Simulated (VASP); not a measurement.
Here is a VASP 6.6.1 calculation.

File INCAR:

```
SYSTEM = CaSe
ALGO     = Normal         ! electronic algorithm
EDIFF    = 1E-6           ! SCF threshold, eV
ENCUT    = 520            ! plane-wave cutoff, eV
GGA      = PS             ! functional
ISIF     = 2              ! what is computed and relaxed
ISMEAR   = -1             ! smearing method
LASPH    = .TRUE.         ! aspherical terms in the spheres
LCHARG   = .TRUE.         ! write CHGCAR
LELF     = .TRUE.         ! ELF
LREAL    = .FALSE.        ! projectors in reciprocal space
LVHAR    = .TRUE.       
LWAVE    = .FALSE.        ! write WAVECAR
NBANDS   = 15             ! bands
NELM     = 80             ! most SCF steps
PREC     = Accurate       ! precision mode
SIGMA    = 0.05           ! smearing width, eV
```

Contents of KPOINTS:

```
k-points
0
G
  8 8 8
  0 0 0
```

POSCAR

```
CaSe
1.0
    0.0000000000      2.9948991977      2.9948991977
    2.9948991977      0.0000000000      2.9948991977
    2.9948991977      2.9948991977      0.0000000000
Se Ca
1 1
Direct
    0.5000000000      0.5000000000      0.5000000000
    0.0000000000      0.0000000000      0.0000000000
```

Potentials or basis: VASP PAW PBE potentials, release 64 (Se, Ca_sv).

Launch:

```console
$ cat potpaw_PBE.64/Se/POTCAR potpaw_PBE.64/Ca_sv/POTCAR > POTCAR
$ mpirun -np 1 vasp_std > vasp.out
```

What does it give for the band gap on the k mesh?

2.02 eV, indirect (least direct gap 2.93 eV).

Estimate the pressure.

-2.6 GPa.

Caveat: the PAW data sets were made with another functional, which shifts forces and pressure a little. A k mesh can miss the band edges.
